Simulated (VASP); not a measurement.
# Pb in VASP: notebook

The runs below take Pb through single point, with PBE, r2SCAN, HSE06.

Everything below comes from runs of VASP 6.6.1. Logs are shortened: lines on timing, memory, paths and dates and some standing lists are left out, and cuts for length are marked.

### Step 1. The cell of the first run

It takes space group Imma (No. 74, orthorhombic). The conventional cell has a = 4.863 Å, b = 4.863 Å, c = 6.981 Å, α = 90.00°, β = 90.00°, γ = 90.00°. Within 3.9 Å of Pb (site symmetry mm2) lie 4 Pb at 2.97 to 3.02 Å.

### Step 2. Single point, PBE (last atom moved by 0.04 Å along z, cell strained by +1.5% along z)

Input file INCAR:

```
SYSTEM = Pb
ALGO = Normal
EDIFF = 1E-8
ENCUT = 620
GGA = PE
GGA_COMPAT = .False.
ISIF = 2
ISMEAR = -1
KPAR = 4
LASPH = .True.
LCHARG = .False.
LREAL = .False.
LWAVE = .False.
NBANDS = 34
NELM = 120
PREC = Accurate
SIGMA = 0.02
```

Input file KPOINTS:

```
Automatic mesh
0
Gamma
  13 13 13
  0 0 0
```

Input file POSCAR:

```
Pb
1.0
    0.0000000000      3.4390000555      3.4905850563
    3.4390000555      0.0000000000      3.4905850563
    3.4390000555      3.4390000555      0.0000000000
Pb
2
Direct
    0.2500000000      0.2500000000      0.2500000000
    0.0058156400      0.0058156400     -0.0058156400
```

Potentials or basis: VASP PAW PBE potentials, release 64 (Pb_d).

Launch:

```bash
cat potpaw_PBE.64/Pb_d/POTCAR > POTCAR
mpirun -np 4 vasp_std > vasp.out
```

OUTCAR:

```text
SYSTEM = Pb
   EDIFF = 1E-8
   ENCUT = 620
   GGA = PE
   ISIF = 2
   ISMEAR = -1
   LASPH = .True.
   LREAL = .False.
   NELM = 120
   PREC = Accurate

 ion  position               nearest neighbor table
   1  0.250  0.250  0.250-   2 2.97   2 2.97   2 3.02   2 3.02
   2  0.006  0.006  0.994-   1 2.97   1 2.97   1 3.02   1 3.02

  LATTYP: Found a body centered tetragonal cell.
 ALAT       =     4.8634805195
 C/A-ratio  =     1.4354267658

  Lattice vectors:

 A1 = (  -3.4390000555,   0.0000000000,   3.4905850563)
 A2 = (   3.4390000555,   0.0000000000,   3.4905850563)
 A3 = (   0.0000000000,   3.4390000555,  -3.4905850563)

Analysis of symmetry for initial positions (statically):
=====================================================================
 Subroutine PRICEL returns:
 Original cell was already a primitive cell.

 Routine SETGRP: Setting up the symmetry group for a
 body centered tetragonal supercell.

 Subroutine GETGRP returns: Found  8 space group operations
 (whereof  4 operations were pure point group operations)
 out of a pool of 16 trial point group operations.

The static configuration has the point symmetry C_2v.
 The point group associated with its full space group is D_2h.

Analysis of symmetry for dynamics (positions and initial velocities):
=====================================================================
 Subroutine PRICEL returns:
 Original cell was already a primitive cell.

 Routine SETGRP: Setting up the symmetry group for a
 body centered tetragonal supercell.

 Subroutine GETGRP returns: Found  8 space group operations
 (whereof  4 operations were pure point group operations)
 out of a pool of 16 trial point group operations.

The dynamic configuration has the point symmetry C_2v.
 The point group associated with its full space group is D_2h.

 Subroutine INISYM returns: Found  8 space group operations
 (whereof  4 operations are pure point group operations),
 and found     1 'primitive' translations

----------------------------------------------------------------------------------------

                                     Primitive cell

  volume of cell :      82.5644

  direct lattice vectors                    reciprocal lattice vectors
     0.000000000  3.439000056  3.490585056    -0.145391100  0.145391100  0.143242463
     3.439000056  0.000000000  3.490585056     0.145391100 -0.145391100  0.143242463
     3.439000056  3.439000056  0.000000000     0.145391100  0.145391100 -0.143242463

  length of vectors
     4.900092389  4.900092389  4.863480519     0.250590397  0.250590397  0.250590397

  position of ions in fractional coordinates (direct lattice)
     0.250000000  0.250000000  0.250000000
     0.005815640  0.005815640  0.994184360

  ion indices of the primitive-cell ions
   primitive index   ion index
                 1           1
                 2           2

----------------------------------------------------------------------------------------

 KPOINTS: Automatic mesh

Automatic generation of k-mesh.
 Grid dimensions read from file:
 generate k-points for:   13   13   13

 Generating k-lattice:

  Cartesian coordinates                     Fractional coordinates (reciprocal lattice)
    -0.011183931  0.011183931  0.011018651     0.076923077 -0.000000000  0.000000000
     0.011183931 -0.011183931  0.011018651    -0.000000000  0.076923077  0.000000000
     0.011183931  0.011183931 -0.011018651     0.000000000  0.000000000  0.076923077

  Length of vectors
     0.019276184  0.019276184  0.019276184

  Shift w.r.t. Gamma in fractional coordinates (k-lattice)
     0.000000000  0.000000000  0.000000000

 Subroutine IBZKPT returns following result:
 ===========================================

 Found    343 irreducible k-points:

 Following reciprocal coordinates:
            Coordinates               Weight
  0.000000  0.000000  0.000000      1.000000
  0.076923 -0.000000  0.000000      4.000000
 -0.000000 -0.000000 -0.076923      4.000000
  0.153846 -0.000000  0.000000      4.000000
 -0.000000 -0.000000 -0.153846      4.000000
  0.230769  0.000000  0.000000      4.000000
[... 16 lines left out ...]
  0.461538  0.076923  0.000000      4.000000
  0.076923  0.076923 -0.384615      4.000000
 [... further k-points ...]
   k-points           NKPTS =    343   k-points in BZ     NKDIM =    343   number of bands    NBANDS=     34
   number of dos      NEDOS =    301   number of ions     NIONS =      2
   total plane-waves  NPLWV =  64000
   dimension x,y,z NGX =    40 NGY =   40 NGZ =   40
   dimension x,y,z NGXF=    80 NGYF=   80 NGZF=   80
   ions per type =               2
   NGX,Y,Z   is equivalent  to a cutoff of  13.57, 13.57, 13.67 a.u.
   NGXF,Y,Z  is equivalent  to a cutoff of  27.14, 27.14, 27.35 a.u.
 SYSTEM =  Pb
   PREC   = accura    normal or accurate (medium, high low for compatibility)
   ISTART =      0    job   : 0-new  1-cont  2-samecut
   ICHARG =      2    charge: 1-file 2-atom 10-const
   ISPIN  =      1    spin polarized calculation?
   LNONCOLLINEAR =      F non collinear calculations
   LSORBIT =      F    spin-orbit coupling
   LASPH  =      T    aspherical Exc in radial PAW
   ENCUT  =  620.0 eV  45.57 Ry    6.75 a.u.   9.95  9.95  9.87*2*pi/ulx,y,z
   NELM   =    120;   NELMIN=  2; NELMDL= -5     # of ELM steps
   EDIFF  = 0.1E-07   stopping-criterion for ELM
   LREAL  =      F    real-space projection
   EDIFFG = 0.1E-06   stopping-criterion for IOM
   NSW    =      0    number of steps for IOM
   IBRION =     -1    ionic relax: 0-MD 1-quasi-New 2-CG
   NFREE  =      0    steps in history (QN), initial steepest desc. (CG)
   ISIF   =      2    stress and relaxation
   ISYM   =      2    0-nonsym 1-usesym 2-fastsym
   POTIM  = 0.5000    time-step for ionic-motion
   TEBEG  =    0.0;   TEEND  =   0.0 temperature during run

   SCALEE = 1.0000    scale energy and forces
   PSTRESS=    0.0 pullay stress
   NELECT =      28.0000    total number of electrons
   NUPDOWN=      -1.0000    fix difference up-down
   EMIN   =  10.00;   EMAX   =-10.00  energy-range for DOS
   EFERMI =   0.00;   METHOD = LEGACY
   ISMEAR =    -1;   SIGMA  =   0.02  broadening in eV -4-tet -1-fermi 0-gaus
   EFERMI_NEDOS =   21; number of points for ismear=-14 and -15
   IALGO  =     38    algorithm
   IMIX   =      4    mixing-type and parameters
     AMIX     =   0.40;   BMIX     =  1.00
     AMIX_MAG =   1.60;   BMIX_MAG =  1.00
  volume/ion in A,a.u.               =      41.28       278.59
  Fermi-wavevector in a.u.,A,eV,Ry     =   1.141642  2.157391 17.733108  1.303347
  Thomas-Fermi vector in A             =   2.278342
   LORBIT       =      0    0 simple, 1 ext, 2 COOP (PROOUT), +10 PAW based schemes
   GGA     = PE    functional components
   LHFCALC =     F    Hartree Fock is set to
   AEXX    =    0.0000 exact exchange contribution
   IVDW    =     0    specifies the selected vdW correction
   LEPSILON=     F    determine dielectric tensor
   LRPA    =     F    only Hartree local field effects (RPA)

   CSHIFT  =0.1000    complex shift for real part using Kramers Kronig

   OMEGAMAX=  -1.0    maximum frequency
 non-spin polarized calculation
  energy-cutoff  :      620.00
  volume of cell :       82.56
 maximum number of plane-waves:      2911
   NGX = 19   NGY = 19   NGZ = 19

 number of electron      27.9999999 magnetization

 Free energy of the ion-electron system (eV)
  ---------------------------------------------------
  ext. energy  EPLUGINS =         0.00000000
  ---------------------------------------------------
  free energy    TOTEN  =        -6.57131351 eV

  energy without entropy =       -6.57035067  energy(sigma->0) =       -6.57083209

 E-fermi :   4.1657     XC(G=0):  -8.3634

 val. band max:        4.1614005826   @ k =  -0.0000  -0.0000  -0.1538
 cond. band min:       4.1664883574   @ k =   0.4615  -0.0000   0.0769
 fundamental gap:      0.0050877749
 Fermi energy:         4.1656510640

 k-point     1 :       0.0000    0.0000    0.0000
  band No.  band energies     occupation
      1     -12.9825      2.00000
      2     -12.9603      2.00000
      3     -12.9509      2.00000
      4     -12.8919      2.00000
      5     -12.8890      2.00000
      6     -12.4829      2.00000
[... 18 lines left out ...]
     25      14.1037      0.00000
     26      20.0003      0.00000

 k-point     2 :       0.0769   -0.0000    0.0000
  band No.  band energies     occupation
      1     -12.9879      2.00000
      2     -12.9652      2.00000
      3     -12.9502      2.00000
      4     -12.8831      2.00000
      5     -12.8814      2.00000
      6     -12.4926      2.00000
[... 18 lines left out ...]
     25      14.5325      0.00000
     26      19.7321      0.00000

 k-point     3 :      -0.0000   -0.0000   -0.0769
  band No.  band energies     occupation
      1     -12.9851      2.00000
      2     -12.9646      2.00000
      3     -12.9592      2.00000
      4     -12.8818      2.00000
      5     -12.8781      2.00000
      6     -12.4954      2.00000
[... 18 lines left out ...]
     25      14.5396      0.00000
     26      19.7503      0.00000

 k-point     4 :       0.1538   -0.0000    0.0000
  band No.  band energies     occupation
      1     -12.9995      2.00000
      2     -12.9759      2.00000
      3     -12.9457      2.00000
      4     -12.8643      2.00000
      5     -12.8641      2.00000
      6     -12.5101      2.00000
[... 18 lines left out ...]
     25      15.4803      0.00000
     26      18.8855      0.00000
[... 496 lines left out ...]
      1     -13.0322      2.00000
      2     -12.9975      2.00000
      3     -12.9512      2.00000
      4     -12.8148      2.00000
      5     -12.7978      2.00000
      6     -12.5799      2.00000
[... 18 lines left out ...]
     25      16.6392      0.00000
     26      17.0558      0.00000

 k-point    23 :       0.4615    0.0769    0.0000
  band No.  band energies     occupation
      1     -13.0275      2.00000
      2     -13.0062      2.00000
      3     -12.9151      2.00000
      4     -12.8128      2.00000
      5     -12.7998      2.00000
      6     -12.5864      2.00000
[... 18 lines left out ...]
     25      16.7885      0.00000
     26      17.8352      0.00000

 k-point    24 :       0.0769    0.0769   -0.3846
  band No.  band energies     occupation
      1     -13.0352      2.00000
      2     -13.0029      2.00000
      3     -12.9469      2.00000
      4     -12.8033      2.00000
      5     -12.7966      2.00000
      6     -12.5725      2.00000
[... 18 lines left out ...]
     25      16.7465      0.00000
     26      17.8151      0.00000

 [... further k-points ...]

 [bands above 26 left out]

------------------------ aborting loop because EDIFF is reached ----------------------------------------

  FORCE on cell =-STRESS in cart. coord.  units (eV):
  Direction    XX          YY          ZZ          XY          YZ          ZX
  --------------------------------------------------------------------------------------
  -------------------------------------------------------------------------------------
  Total        0.9969187      0.9969187      0.9053733      0.3107969      0.0000000      0.0000000
  in kB       19.3454018     19.3454018     17.5689454      6.0310743      0.0000000      0.0000000
  external PRESSURE =      18.7532496 kB  Pullay stress =       0.0000000 kB

 VOLUME and BASIS-vectors are now :
 -----------------------------------------------------------------------------
  energy-cutoff  :      620.00
  volume of cell :       82.56
      direct lattice vectors                 reciprocal lattice vectors
     0.000000000  3.439000056  3.490585056    -0.145391100  0.145391100  0.143242463
     3.439000056  0.000000000  3.490585056     0.145391100 -0.145391100  0.143242463
     3.439000056  3.439000056  0.000000000     0.145391100  0.145391100 -0.143242463

 POSITION                                       TOTAL-FORCE (eV/Angst)
 -----------------------------------------------------------------------------------
      1.71950      1.71950      1.74529         0.000000      0.000000      0.200680
      3.43900      3.43900      0.04060         0.000000      0.000000     -0.200680
 -----------------------------------------------------------------------------------
    total drift:                               -0.000000     -0.000000      0.000008

  FREE ENERGIE OF THE ION-ELECTRON SYSTEM (eV)
  ---------------------------------------------------
  free  energy   TOTEN  =        -6.5713135108 eV

  energy  without entropy=       -6.5703506689  energy(sigma->0) =       -6.57083209
```

Wall time 3.5 min (4 MPI ranks of Intel Xeon Platinum 8488C (Sapphire Rapids), shared host); peak memory 0.88 GiB.

Results:

```
Free energy            : -6.5713 eV
Pressure               : 1.9 GPa
Largest force          : 0.201 eV/Å
Band gap on the k mesh : zero (bands 14 and 15 overlap by 1.04 eV)
```

Forces on the atoms (eV/Å):
```
Pb   0.000  0.000  0.201
Pb   0.000  0.000 -0.201
```

Levels at points of the mesh, in eV from the Fermi level:
| k point | band 10 | band 11 | band 12 | band 13 | band 14 | band 15 | band 16 | band 17 | band 18 | band 19 |
| --- | --- | --- | --- | --- | --- | --- | --- | --- | --- | --- |
| (0.00, 0.00, 0.00) | -16.62 | -11.01 | -3.96 | 0.36 | 0.37 | 0.58 | 2.31 | 2.48 | 2.53 | 4.16 |

Caveat: the cell differs from its parent crystal (last atom moved by 0.04 Å along z, cell strained by +1.5% along z); spin-orbit coupling is left out, which moves the levels of the heavy elements.

### Step 3. Single point, r2SCAN (39.05 Å³/atom)

This run uses another cell than the first one, of 39.05 Å³/atom.

Input file POSCAR:

```
Pb
1.0
    0.0000000000      3.3925213842      3.3925213842
    3.3925213842      0.0000000000      3.3925213842
    3.3925213842      3.3925213842      0.0000000000
Pb
2
Direct
    0.2500000000      0.2500000000      0.2500000000
    0.0000000000      0.0000000000      0.0000000000
```

Input file INCAR.step1:

```
SYSTEM = Pb
  ALGO = Normal
  EDIFF = 1E-5
  ENCUT = 550
  GGA = PE
  GGA_COMPAT = .False.
  ISMEAR = -1
  LASPH = .True.
  LCHARG = .False.
  LREAL = .False.
  LWAVE = .True.
  NBANDS = 21
  NELM = 120
  PREC = Accurate
  SIGMA = 0.05
```

Input file INCAR.step2:

```
SYSTEM = Pb
  ALGO = Normal
  EDIFF = 1E-6
  ENCUT = 550
  GGA_COMPAT = .False.
  ISIF = 2
  ISMEAR = -1
  ISTART = 1
  LASPH = .True.
  LCHARG = .False.
  LMIXTAU = .True.
  LREAL = .False.
  LWAVE = .False.
  METAGGA = R2SCAN
  NBANDS = 21
  NELM = 120
  PREC = Accurate
  SIGMA = 0.05
```

Input file KPOINTS:

```
k-points
0
Gamma
  7 7 7
  0 0 0
```

Potentials or basis: VASP PAW PBE potentials, release 64 (Pb_d).

Launch:

```bash
cat potpaw_PBE.64/Pb_d/POTCAR > POTCAR
cp INCAR.step1 INCAR
mpirun -np 1 vasp_std > vasp.out
cp INCAR.step2 INCAR
mpirun -np 1 vasp_std > vasp.out
```

Wall time 60 s (1 thread of Intel Xeon 6975P-C (Granite Rapids), shared host); peak memory 0.25 GiB.

It converged, with:

| Quantity | Value |
| --- | --- |
| Free energy | -112.1586 eV |
| Pressure | 2.6 GPa |
| Band gap on the k mesh | zero (bands 14 and 15 overlap by 1.23 eV) |

Levels at points of the mesh, in eV from the Fermi level:
| k point | band 10 | band 11 | band 12 | band 13 | band 14 | band 15 | band 16 | band 17 | band 18 | band 19 |
| --- | --- | --- | --- | --- | --- | --- | --- | --- | --- | --- |
| (0.00, 0.00, 0.00) | -17.23 | -11.88 | -3.62 | 0.42 | 0.42 | 0.42 | 2.60 | 2.60 | 2.60 | 4.50 |

Caveat: the PAW data sets were made with another functional, which shifts forces and pressure a little; spin-orbit coupling is left out, which moves the levels of the heavy elements.

(Part 1 of 2 ends here.)
